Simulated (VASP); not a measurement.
Al2CrN3, 6 atoms in the cell. The structure is trigonal, space group P3m1 (No. 156). Conventional cell: a = 3.264 Å, b = 3.264 Å, c = 7.995 Å, α = 90.00°, β = 90.00°, γ = 120.00°. Within 2.6 Å of Al (site symmetry 3m) lie 4 N at 2.00 Å. Within 2.6 Å of Al (site symmetry 3m) lie 4 N at 2.00 Å. Within 2.6 Å of Cr (site symmetry 3m) lie 4 N at 2.00 Å. N (site symmetry 3m) has 4 Al at 2.00 Å within 2.6 Å. Within 2.6 Å of N (site symmetry 3m) lie 3 Al at 2.00 Å and 1 Cr at 2.00 Å. N (site symmetry 3m) has 3 Cr at 2.00 Å and 1 Al at 2.00 Å within 2.6 Å. 

```yaml
Program: VASP 6.6.1
Task: single point
Functional: PBE
Potentials_or_basis: VASP PAW PBE potentials, release 64 (Al, Cr_pv, N)
Cutoff: 520 eV
k_mesh: 6 × 6 × 2
Occupations: gaussian, width 0.1 eV
Spin: collinear spin, ferromagnetic start
Starting_moments: "[0.0, 0.0, 3.0, 0.0, 0.0, 0.0] μB"
Dipole_correction: no
Further_INCAR_settings: ALGO = Normal; EDIFF = 1e-06; NBANDS = 30
```

Potentials or basis: VASP PAW PBE potentials, release 64 (Al, Cr_pv, N).

The run is started by

```sh
$ cat potpaw_PBE.64/Al/POTCAR potpaw_PBE.64/Cr_pv/POTCAR potpaw_PBE.64/N/POTCAR > POTCAR
$ mpirun -np 1 vasp_std > vasp.out
```

Hardware: 1 thread of Intel(R) Xeon(R) 6975P-C (Granite Rapids) (shared host).

Question: Estimate the wall time of this run.

Answer: It took 34 s on 1 thread of Intel(R) Xeon(R) 6975P-C (Granite Rapids), on a shared host, peak memory 0.22 GiB. Counts: scf iterations 20, k points 14.
